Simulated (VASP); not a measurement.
# Zr8C in VASP: further runs, part 2 of 2

VASP 6.6.1.

**3. Single point, PBE**

The input, INCAR:

```
ALGO = Normal
DIPOL = 0.5 0.5 0.323
EDIFF = 1E-7
ENCUT = 520
GGA = PE
IDIPOL = 3
ISIF = 2
ISMEAR = 0
LASPH = T
LCHARG = T
LDIPOL = T
LELF = T
LREAL = F
LVACPOTAV = T
LVHAR = T
LWAVE = F
NBANDS = 60
NELM = 100
PREC = Accurate
SIGMA = 0.1
```

The input, KPOINTS:

```
k-points
0
Gamma
  4 5 1
```

The input, POSCAR:

```
Zr8C
1.0
    6.4655797184      0.0000000000      0.0000000000
    0.0000000000      5.1691196971      0.0000000000
    0.0000000000      0.0000000000     18.9770873264
Zr C
8 1
Direct
    0.0000000000      0.7500000000      0.2107805024
    0.5000000000      0.7500000000      0.2107805024
    0.2500000000      0.2500000000      0.2599569661
    0.7500000000      0.2500000000      0.2599569661
    0.2500000000      0.7500000000      0.3477072663
    0.7500000000      0.7500000000      0.3477072663
    0.0000000000      0.2500000000      0.3940060557
    0.5000000000      0.2500000000      0.3940060557
    0.0625000000      0.3750000000      0.4860077822
```

Potentials or basis: VASP PAW PBE potentials, release 64 (Zr_sv, C).

Started as:

```console
cat potpaw_PBE.64/Zr_sv/POTCAR potpaw_PBE.64/C/POTCAR > POTCAR
mpirun -np 1 vasp_std > vasp.out
```

OUTCAR:

```text
EDIFF = 1E-7
   ENCUT = 520
   GGA = PE
   ISIF = 2
   ISMEAR = 0
   LASPH = T
   LREAL = F
   NELM = 100
   PREC = Accurate

 ion  position               nearest neighbor table
   1  0.000  0.750  0.211-   5 3.06   6 3.06   3 3.19   4 3.19   3 3.19   4 3.19   2 3.23   2 3.23

   2  0.500  0.750  0.211-   5 3.06   6 3.06   3 3.19   4 3.19   3 3.19   4 3.19   1 3.23   1 3.23

   3  0.250  0.250  0.260-   7 3.01   8 3.01   5 3.07   5 3.07   1 3.19   1 3.19   2 3.19   2 3.19
                             4 3.23   4 3.23
   4  0.750  0.250  0.260-   7 3.01   8 3.01   6 3.07   6 3.07   1 3.19   1 3.19   2 3.19   2 3.19
                             3 3.23   3 3.23
   5  0.250  0.750  0.348-   1 3.06   2 3.06   3 3.07   3 3.07   8 3.17   7 3.17   7 3.17   8 3.17
                             6 3.23   6 3.23
   6  0.750  0.750  0.348-   1 3.06   2 3.06   4 3.07   4 3.07   8 3.17   7 3.17   7 3.17   8 3.17
                             5 3.23   5 3.23
   7  0.000  0.250  0.394-   9 1.91   4 3.01   3 3.01   6 3.17   5 3.17   5 3.17   6 3.17   8 3.23
                             8 3.23
   8  0.500  0.250  0.394-   3 3.01   4 3.01   5 3.17   6 3.17   5 3.17   6 3.17   7 3.23   7 3.23

   9  0.062  0.375  0.486-   7 1.91

  LATTYP: Found a simple orthorhombic cell.
 ALAT       =     5.1691196971
 B/A-ratio  =     1.2508086671
 C/A-ratio  =     3.6712416114

  Lattice vectors:

 A1 = (   0.0000000000,  -5.1691196971,   0.0000000000)
 A2 = (   6.4655797184,   0.0000000000,   0.0000000000)
 A3 = (   0.0000000000,   0.0000000000,  18.9770873264)

Analysis of symmetry for initial positions (statically):
=====================================================================
 Subroutine PRICEL returns:
 Original cell was already a primitive cell.

 Routine SETGRP: Setting up the symmetry group for a
 simple orthorhombic supercell.

 Subroutine GETGRP returns: Found  1 space group operations
 (whereof  1 operations were pure point group operations)
 out of a pool of  8 trial point group operations.

[... 145 lines left out ...]
 non-spin polarized calculation
 Gauss-broadening in eV      SIGMA  =   0.10
  energy-cutoff  :      520.00
  volume of cell :      634.24
 maximum number of plane-waves:     17106
   NGX = 25   NGY = 19   NGZ = 71

 number of electron     100.0000000 magnetization

 dipolmoment           0.000000      0.000000     -0.739051 electrons x Angstroem

 number of electron      99.9999999 magnetization

 dipolmoment           0.000000      0.000000      0.315699 electrons x Angstroem

 Free energy of the ion-electron system (eV)
  ---------------------------------------------------
  ext. energy  EPLUGINS =         0.00000000
  ---------------------------------------------------
  free energy    TOTEN  =       -66.59422607 eV

  energy without entropy =      -66.52198443  energy(sigma->0) =      -66.55810525

 E-fermi :  -0.3863     XC(G=0):  -4.4297

 val. band max:       -0.3868851422   @ k =   0.0000   0.4000   0.0000
 cond. band min:      -0.3767567328   @ k =   0.5000   0.2000   0.0000
 fundamental gap:      0.0101284094
 Fermi energy:        -0.3863208613

 k-point     1 :       0.0000    0.0000    0.0000
  band No.  band energies     occupation
      1     -49.5258      2.00000
      2     -49.4648      2.00000
      3     -49.4145      2.00000
      4     -49.1006      2.00000
      5     -49.0594      2.00000
      6     -49.0053      2.00000
[... 682 lines left out ...]
     59       0.3101      0.00000
     60       0.4864      0.00000

------------------------ aborting loop because EDIFF is reached ----------------------------------------

  FORCE on cell =-STRESS in cart. coord.  units (eV):
  Direction    XX          YY          ZZ          XY          YZ          ZX
  --------------------------------------------------------------------------------------
  -------------------------------------------------------------------------------------
  Total       -5.5029136      1.8195491      0.3978802      0.0956340      2.4450244      1.1110200
  in kB      -13.9011157      4.5964311      1.0051001      0.2415847      6.1764677      2.8065893
  external PRESSURE =      -2.7665282 kB  Pullay stress =       0.0000000 kB

 VOLUME and BASIS-vectors are now :
 -----------------------------------------------------------------------------
  energy-cutoff  :      520.00
  volume of cell :      634.24
      direct lattice vectors                 reciprocal lattice vectors
     6.465579718  0.000000000  0.000000000     0.154665172  0.000000000  0.000000000
     0.000000000  5.169119697  0.000000000     0.000000000  0.193456538  0.000000000
     0.000000000  0.000000000 18.977087326     0.000000000  0.000000000  0.052695126

 POSITION                                       TOTAL-FORCE (eV/Angst)
 -----------------------------------------------------------------------------------
      0.00000      3.87684      4.00000        -0.026255     -0.171113      0.204987
      3.23279      3.87684      4.00000         0.002604     -0.013603      0.373570
      1.61639      1.29228      4.93323         0.026398     -0.023461     -0.529498
      4.84918      1.29228      4.93323         0.136760     -0.037800     -0.417149
      1.61639      3.87684      6.59847         0.246272     -0.356609      0.288289
      4.84918      3.87684      6.59847        -0.200375     -0.048802     -0.248307
      0.00000      1.29228      7.47709        -0.338671     -0.314893     -0.733287
      3.23279      1.29228      7.47709        -0.696989      0.226694      1.001357
      0.40410      1.93842      9.22301         0.850257      0.739586      0.060038
 -----------------------------------------------------------------------------------
    total drift:                                0.000002      0.000033      0.000033

  FREE ENERGIE OF THE ION-ELECTRON SYSTEM (eV)
  ---------------------------------------------------
  free  energy   TOTEN  =       -66.5942260708 eV

  energy  without entropy=      -66.5219844295  energy(sigma->0) =      -66.55810525

 vacuum level on the upper side and lower side of the slab         5.069         3.360
```

stdout:

```text
POSCAR found type information on POSCAR ZrC
 POSCAR found :  2 types and       9 ions
 scaLAPACK will be used
 LDA part: xc-table for (Slater+PW92), standard interpolation
 POSCAR, INCAR and KPOINTS ok, starting setup
 FFT: planning ... GRIDC
 FFT: planning ... GRID_SOFT
 FFT: planning ... GRID
 WAVECAR not read
 entering main loop
 -----------------------------------------------------------------------------
|                                                                             |
|           W    W    AA    RRRRR   N    N  II  N    N   GGGG   !!!           |
|           W    W   A  A   R    R  NN   N  II  NN   N  G    G  !!!           |
|           W    W  A    A  R    R  N N  N  II  N N  N  G       !!!           |
|           W WW W  AAAAAA  RRRRR   N  N N  II  N  N N  G  GGG   !            |
|           WW  WW  A    A  R   R   N   NN  II  N   NN  G    G                |
|           W    W  A    A  R    R  N    N  II  N    N   GGGG   !!!           |
|                                                                             |
|     Did not find any points to average over, which means that no vacuum     |
|     field-free region was found. Please increase the size of  your cell     |
|     in the dimension of the dipole correction to obtain accurate            |
|     workfunction values.                                                    |
|                                                                             |
 -----------------------------------------------------------------------------
```

Wall time 24 min (1 thread of Intel Xeon 6975P-C, shared host); peak memory 0.75 GiB.

What came out:

- Free energy: -66.5942 eV
- Largest force: 1.241 eV/Å
- Band gap on the k mesh: zero (band 50 reaches -0.30 eV, above the bottom of band 51 at -0.46 eV)

Forces in eV/Å, atoms in the order of the input:
```
Zr  -0.026 -0.171  0.205
Zr   0.003 -0.014  0.374
Zr   0.026 -0.023 -0.529
Zr   0.137 -0.038 -0.417
Zr   0.246 -0.357  0.288
Zr  -0.200 -0.049 -0.248
Zr  -0.339 -0.315 -0.733
Zr  -0.697  0.227  1.001
C    0.850  0.740  0.060
```

Levels at points of the mesh, in eV from the Fermi level:
| k point | band 47 | band 48 | band 49 | band 50 | band 51 | band 52 | band 53 | band 54 |
| --- | --- | --- | --- | --- | --- | --- | --- | --- |
| (0.00, 0.00, 0.00) | -0.37 | -0.33 | -0.16 | 0.08 | 0.52 | 0.61 | 0.70 | 0.71 |
| (0.50, 0.00, 0.00) | -0.42 | -0.33 | -0.27 | -0.19 | -0.08 | 0.20 | 0.35 | 0.40 |
